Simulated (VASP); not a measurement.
# AlCu (Pm-3m) in VASP: a series of runs

Runs on AlCu. Level: LDA. Tasks: single point, relaxation of cell and atoms.

Everything below comes from runs of VASP 6.6.1. Logs are shortened: lines on timing, memory, paths and dates and some standing lists are left out, and cuts for length are marked.

## Step 1: The cell of the first run

It takes space group Pm-3m (No. 221, cubic). The conventional cell has a = 2.924 Å, b = 2.924 Å, c = 2.924 Å, α = 90.00°, β = 90.00°, γ = 90.00°. Within 3.3 Å of Al (site symmetry m-3m) lie 8 Cu at 2.53 Å and 6 Al at 2.92 Å. Cu (site symmetry m-3m) has 8 Al at 2.53 Å and 6 Cu at 2.92 Å within 3.3 Å.

## Step 2: Single point, LDA

Input file INCAR:

```
SYSTEM = AlCu
ALGO = Normal
EDIFF = 1E-6
ENCUT = 520
GGA = CA
ISIF = 2
ISMEAR = 0
LASPH = .True.
LCHARG = .False.
LREAL = .False.
LWAVE = .False.
NBANDS = 14
NELM = 60
PREC = Accurate
SIGMA = 0.1
```

Input file KPOINTS:

```
k-points
0
Gamma
  14 14 14
  0 0 0
```

Input file POSCAR:

```
AlCu
1.0
    2.9237747823      0.0000000000      0.0000000000
    0.0000000000      2.9237747823      0.0000000000
    0.0000000000      0.0000000000      2.9237747823
Al Cu
1 1
Direct
    0.0000000000      0.0000000000      0.0000000000
    0.5000000000      0.5000000000      0.5000000000
```

Potentials or basis: VASP PAW LDA potentials, release 64 (Al, Cu).

Started as:

```bash
$ cat potpaw_LDA.64/Al/POTCAR potpaw_LDA.64/Cu/POTCAR > POTCAR
$ mpirun -np 1 vasp_std > vasp.out
```

OUTCAR:

```text
SYSTEM = AlCu
   EDIFF = 1E-6
   ENCUT = 520
   GGA = CA
   ISIF = 2
   ISMEAR = 0
   LASPH = .True.
   LREAL = .False.
   NELM = 60
   PREC = Accurate

 ion  position               nearest neighbor table
   1  0.000  0.000  0.000-   2 2.53   2 2.53   2 2.53   2 2.53   2 2.53   2 2.53   2 2.53   2 2.53

   2  0.500  0.500  0.500-   1 2.53   1 2.53   1 2.53   1 2.53   1 2.53   1 2.53   1 2.53   1 2.53

  LATTYP: Found a simple cubic cell.
 ALAT       =     2.9237747823

  Lattice vectors:

 A1 = (   2.9237747823,   0.0000000000,   0.0000000000)
 A2 = (   0.0000000000,   2.9237747823,   0.0000000000)
 A3 = (   0.0000000000,   0.0000000000,   2.9237747823)

Analysis of symmetry for initial positions (statically):
=====================================================================
 Subroutine PRICEL returns:
 Original cell was already a primitive cell.

 Routine SETGRP: Setting up the symmetry group for a
 simple cubic supercell.

 Subroutine GETGRP returns: Found 48 space group operations
 (whereof 48 operations were pure point group operations)
 out of a pool of 48 trial point group operations.

The static configuration has the point symmetry O_h .

Analysis of symmetry for dynamics (positions and initial velocities):
=====================================================================
 Subroutine PRICEL returns:
 Original cell was already a primitive cell.

 Routine SETGRP: Setting up the symmetry group for a
 simple cubic supercell.

 Subroutine GETGRP returns: Found 48 space group operations
 (whereof 48 operations were pure point group operations)
 out of a pool of 48 trial point group operations.

The dynamic configuration has the point symmetry O_h .

 Subroutine INISYM returns: Found 48 space group operations
 (whereof 48 operations are pure point group operations),
 and found     1 'primitive' translations

----------------------------------------------------------------------------------------

                                     Primitive cell

  volume of cell :      24.9938

  direct lattice vectors                    reciprocal lattice vectors
     2.923774782  0.000000000  0.000000000     0.342023608  0.000000000  0.000000000
     0.000000000  2.923774782  0.000000000     0.000000000  0.342023608  0.000000000
     0.000000000  0.000000000  2.923774782     0.000000000  0.000000000  0.342023608

  length of vectors
     2.923774782  2.923774782  2.923774782     0.342023608  0.342023608  0.342023608

  position of ions in fractional coordinates (direct lattice)
     0.000000000  0.000000000  0.000000000
     0.500000000  0.500000000  0.500000000

  ion indices of the primitive-cell ions
   primitive index   ion index
[... 82 lines left out ...]
   POTIM  = 0.5000    time-step for ionic-motion
   TEBEG  =    0.0;   TEEND  =   0.0 temperature during run
   PSTRESS=    0.0 pullay stress
   NELECT =      14.0000    total number of electrons
   NUPDOWN=      -1.0000    fix difference up-down
   EMIN   =  10.00;   EMAX   =-10.00  energy-range for DOS
   EFERMI =   0.00;   METHOD = LEGACY
   ISMEAR =     0;   SIGMA  =   0.10  broadening in eV -4-tet -1-fermi 0-gaus
   EFERMI_NEDOS =   21; number of points for ismear=-14 and -15
   IALGO  =     38    algorithm
   IMIX   =      4    mixing-type and parameters
     AMIX     =   0.40;   BMIX     =  1.00
     AMIX_MAG =   1.60;   BMIX_MAG =  1.00
  volume/ion in A,a.u.               =      12.50        84.33
  Fermi-wavevector in a.u.,A,eV,Ry     =   1.349502  2.550189 24.778334  1.821156
  Thomas-Fermi vector in A             =   2.477084
   LORBIT       =      0    0 simple, 1 ext, 2 COOP (PROOUT), +10 PAW based schemes
   GGA     = CA    functional components
   LHFCALC =     F    Hartree Fock is set to
   AEXX    =    0.0000 exact exchange contribution
   IVDW    =     0    specifies the selected vdW correction
   LEPSILON=     F    determine dielectric tensor
   LRPA    =     F    only Hartree local field effects (RPA)
 non-spin polarized calculation
 Gauss-broadening in eV      SIGMA  =   0.10
  energy-cutoff  :      520.00
  volume of cell :       24.99
 maximum number of plane-waves:       691
 NGX is ok and might be reduce to    24
   NGX = 11   NGY = 11   NGZ = 11

 number of electron      13.9999995 magnetization

 Free energy of the ion-electron system (eV)
  ---------------------------------------------------
  ext. energy  EPLUGINS =         0.00000000
  ---------------------------------------------------
  free energy    TOTEN  =        -9.21923971 eV

  energy without entropy =       -9.21593087  energy(sigma->0) =       -9.21758529

 E-fermi :   9.8096     XC(G=0): -12.1028

 val. band max:        9.7567990844   @ k =   0.2143   0.1429   0.0714
 cond. band min:       9.8236325688   @ k =   0.3571   0.3571   0.1429
 fundamental gap:      0.0668334844
 Fermi energy:         9.8096213551

 k-point     1 :       0.0000    0.0000    0.0000
  band No.  band energies     occupation
      1      -2.2500      2.00000
      2       4.4644      2.00000
      3       4.4644      2.00000
      4       5.5904      2.00000
      5       5.5904      2.00000
      6       5.5904      2.00000
      7      13.7941      0.00000
      8      13.7941      0.00000
      9      13.7941      0.00000
     10      16.3125      0.00000
     11      16.3125      0.00000
     12      20.7288      0.00000
     13      28.8106      0.00000
     14      28.8106      0.00000
[... 377 lines left out ...]
      1       0.6867      2.00000
      2       4.0055      2.00000
      3       4.8182      2.00000
      4       5.1509      2.00000
      5       5.2331      2.00000
      6       5.4622      2.00000
      7       7.3734      2.00000
      8      11.6636      0.00000
      9      15.9666      0.00000
     10      17.1591      0.00000
     11      19.6729      0.00000
     12      21.7678      0.00000
     13      24.0065      0.00000
     14      25.5302      0.00000

 [... further k-points ...]
[... 5 lines left out ...]
  --------------------------------------------------------------------------------------
  -------------------------------------------------------------------------------------
  Total        0.1511036      0.1511036      0.1511036      0.0000000      0.0000000     -0.0000000
  in kB        9.6862061      9.6862061      9.6862061      0.0000000      0.0000000     -0.0000000
  external PRESSURE =       9.6862061 kB  Pullay stress =       0.0000000 kB

 VOLUME and BASIS-vectors are now :
 -----------------------------------------------------------------------------
  energy-cutoff  :      520.00
  volume of cell :       24.99
      direct lattice vectors                 reciprocal lattice vectors
     2.923774782  0.000000000  0.000000000     0.342023608  0.000000000  0.000000000
     0.000000000  2.923774782  0.000000000     0.000000000  0.342023608  0.000000000
     0.000000000  0.000000000  2.923774782     0.000000000  0.000000000  0.342023608

 POSITION                                       TOTAL-FORCE (eV/Angst)
 -----------------------------------------------------------------------------------
      0.00000      0.00000      0.00000         0.000000      0.000000      0.000000
      1.46189      1.46189      1.46189         0.000000      0.000000      0.000000
 -----------------------------------------------------------------------------------
    total drift:                                0.000000      0.000000     -0.000000

  FREE ENERGIE OF THE ION-ELECTRON SYSTEM (eV)
  ---------------------------------------------------
  free  energy   TOTEN  =        -9.2192397068 eV

  energy  without entropy=       -9.2159308703  energy(sigma->0) =       -9.21758529
```

OSZICAR:

```text
N       E                     dE             d eps       ncg     rms          rms(c)
DAV:   1     0.503504324785E+02    0.50350E+02   -0.60441E+03  3554   0.130E+03
DAV:   2    -0.914329656839E+01   -0.59494E+02   -0.53104E+02  3570   0.211E+02
DAV:   3    -0.111841603103E+02   -0.20409E+01   -0.19933E+01  4352   0.435E+01
DAV:   4    -0.112170499893E+02   -0.32890E-01   -0.32878E-01  4054   0.461E+00
DAV:   5    -0.112180323517E+02   -0.98236E-03   -0.98234E-03  4896   0.860E-01    0.123E+01
DAV:   6    -0.116259983057E+02   -0.40797E+00   -0.39392E+01  3942   0.161E+02    0.933E+00
DAV:   7    -0.926954555258E+01    0.23565E+01   -0.77506E+00  4134   0.753E+01    0.102E+00
DAV:   8    -0.924377797973E+01    0.25768E-01   -0.47012E-01  4658   0.160E+01    0.123E+00
DAV:   9    -0.921915194610E+01    0.24626E-01   -0.87720E-02  4390   0.727E+00    0.592E-02
DAV:  10    -0.921930090341E+01   -0.14896E-03   -0.14636E-03  4002   0.390E-01    0.567E-02
DAV:  11    -0.921924754242E+01    0.53361E-04   -0.48940E-04  4984   0.571E-01    0.209E-02
DAV:  12    -0.921923968090E+01    0.78615E-05   -0.29207E-05  5178   0.125E-01    0.791E-03
DAV:  13    -0.921923970675E+01   -0.25858E-07   -0.43557E-07  2382   0.564E-03
   1 F= -.92192397E+01 E0= -.92175853E+01  d E =-.330884E-02
```

It took 10 s on 1 thread of Intel Xeon 6975P-C (Granite Rapids), shared host; peak memory 0.16 GiB.

Results:

```
Free energy            : -9.2192 eV
Pressure               : 1.0 GPa
Band gap on the k mesh : zero (bands 7 and 8 overlap by 4.88 eV)
```

[end of part 1 of 2]
